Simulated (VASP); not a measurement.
## GaAs: relaxation of cell and atoms with LDA

The system is GaAs.

```xyz
2
Lattice="0.0000 2.8017 2.8017 2.8017 0.0000 2.8017 2.8017 2.8017 0.0000" Properties=species:S:1:pos:R:3 pbc="T T T"
Ga    0.0000    0.0000    0.0000
As    4.2025    4.2025    4.2025
```

```
Program                : VASP 6.6.1
Task                   : relaxation of cell and atoms
Functional             : LDA
Potentials or basis    : VASP PAW LDA potentials, release 64 (Ga_d, As)
Cutoff                 : 600 eV
k mesh                 : 12 × 12 × 12
Occupations            : gaussian, width 0.02 eV
Spin                   : no spin polarisation
Dipole correction      : no
Further INCAR settings : ALGO = Normal; EDIFF = 1e-07; IBRION = 2; EDIFFG = -0.005; NSW = 100; ISIF = 3
```

The relaxed volume is 22.08 Å³/atom. The relaxed cell is a = 3.967 Å, b = 3.967 Å, c = 3.967 Å, α = 60.00°, β = 60.00°, γ = 60.00°. The space group after relaxing (to 0.05 Å) is F-43m (No. 216). The energy gained by relaxing is 0.1 meV/atom and the ionic steps are 3. The pressure after relaxing is 0.0 GPa. The band gap on the k mesh is 0.51 eV, direct.

Step by step:
```tsv
step	energy change (eV)	largest force (eV/Å)	pressure (GPa)	volume (Å³)
1	0.0000	0.0000	0.30	43.98
2	-0.0001	0.0000	-0.15	44.25
3	-0.0002	0.0000	0.02	44.16
```

Final structure:
```
CELL_PARAMETERS angstrom
0.00000 2.80542 2.80542
2.80542 0.00000 2.80542
2.80542 2.80542 0.00000
ATOMIC_POSITIONS crystal
Ga 0.00000 0.00000 0.00000
As 0.75000 0.75000 0.75000
```

Levels at points of the mesh, in eV from the valence-band top:
```tsv
k point	band 5	band 6	band 7	band 8	band 9	band 10	band 11	band 12	band 13
(0.00, 0.00, 0.00)	-14.89	-12.93	0.00	0.00	0.00	0.50	3.68	3.68	3.68
(0.50, 0.00, 0.00)	-14.88	-11.09	-6.82	-1.18	-1.18	0.93	4.59	4.59	7.59
(0.50, 0.50, 0.00)	-14.87	-10.32	-6.98	-2.77	-2.77	1.30	1.54	10.23	10.23
```

Run time: 51 s on 1 thread of Intel Xeon 6975P-C (shared host), peak memory 0.2 GiB.

A k mesh can miss the band edges.
